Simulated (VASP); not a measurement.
Al, 1 atom in the cell. Symmetry: Fm-3m, No. 225, cubic system. The conventional cell has a = 3.993 Å, b = 3.993 Å, c = 3.993 Å, α = 90.00°, β = 90.00°, γ = 90.00°. Al (site symmetry m-3m) has 12 Al at 2.82 Å within 3.7 Å. 

```yaml
Program: VASP 6.6.1
Task: single point
Functional: r2SCAN
Potentials_or_basis: VASP PAW PBE potentials, release 64 (Al)
Cutoff: 520 eV
k_mesh: 13 × 13 × 13
Occupations: fermi-dirac, width 0.1 eV
Spin: no spin polarisation
Dipole_correction: no
Further_INCAR_settings: ALGO = Normal; EDIFF = 1e-06; NBANDS = 8
```

Potentials or basis: VASP PAW PBE potentials, release 64 (Al).

Launch:

```sh
$ cat potpaw_PBE.64/Al/POTCAR > POTCAR
$ cp INCAR.step1 INCAR
$ mpirun -np 1 vasp_std > vasp.out
$ cp INCAR.step2 INCAR
$ mpirun -np 1 vasp_std > vasp.out
```

Hardware: 1 thread of Intel(R) Xeon(R) 6975P-C (Granite Rapids), on a shared host.

**Question.** How long does it take, and how much memory?

**Answer.** It took 13 s on 1 thread of Intel(R) Xeon(R) 6975P-C (Granite Rapids) (shared host), peak memory 0.14 GiB. Counts: k points 84.
